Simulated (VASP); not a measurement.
Wanted: the native input for a VASP 6.6.1 run.

| Quantity | Value |
| --- | --- |
| Task | single point |
| Functional | BLYP |
| Dispersion | D3(BJ) |
| Potentials or basis | VASP PAW PBE potentials, release 64 (Ni, O) |
| Cutoff | 520 eV |
| k mesh | 11 × 11 × 11 |
| Occupations | gaussian, width 0.02 eV |
| Spin | collinear spin, ferromagnetic start |
| Starting moments | [0.04, 0.0] μB |
| Dipole correction | no |
| Further INCAR settings | ALGO = Normal; EDIFF = 1e-07; NBANDS = 19 |

The structure of NiO lies in POSCAR:

```
NiO
1.0
    0.0000000000      2.0433202721      2.0433202721
    2.0433202721      0.0000000000      2.0433202721
    2.0433202721      2.0433202721      0.0000000000
Ni O
1 1
Direct
    0.0000000000      0.0000000000      0.0000000000
    0.5000000000      0.5000000000      0.5000000000
```

The input as run:

INCAR

```
SYSTEM = NiO
AGGAC = 1.0 ; AGGAX = 1.0
ALDAC = 0.0 ; ALDAX = 1.0
ALGO = Normal ; EDIFF = 1E-7
ENCUT = 520 ; GGA = B5
ISIF = 2 ; ISMEAR = 0
ISPIN = 2 ; IVDW = 12
LASPH = .TRUE. ; LCHARG = .FALSE.
LMAXMIX = 4 ; LORBIT = 11
LREAL = .FALSE. ; LWAVE = .FALSE.
MAGMOM = 0.04 0 ; NBANDS = 19
NELM = 150 ; PREC = Accurate
SIGMA = 0.02 ; VDW_A1 = 0.4298
VDW_A2 = 4.2359 ; VDW_S6 = 1.0
VDW_S8 = 2.6996
```

KPOINTS

```
k-points
0
G
  11 11 11
  0 0 0
```

Potentials or basis: VASP PAW PBE potentials, release 64 (Ni, O).

The run is started by

```bash
$ cat potpaw_PBE.64/Ni/POTCAR potpaw_PBE.64/O/POTCAR > POTCAR
$ mpirun -np 1 vasp_std > vasp.out
```

Results of the run:

| Quantity | Value |
| --- | --- |
| Pressure | 16.7 GPa |
| Band gap on the k mesh | zero (filled and empty bands overlap) |
| Net moment | 0.00 μB per cell |
| Valence electrons inside the program's atomic spheres | Ni 9.20; O 4.99 |
| Dispersion energy per atom | -0.591 eV |

Caveat: the PAW data sets were made with another functional, which shifts forces and pressure a little; semilocal functionals often make such compounds metallic where correlation or magnetic order opens a gap, which also shifts bond lengths; pairwise dispersion overbinds metals, which lowers pressure and volume.

It took 57 s on 1 thread of Intel(R) Xeon(R) Platinum 8259CL CPU @ 2.50GHz (Skylake/Cascade Lake), with other jobs on the host, peak memory 0.18 GiB.
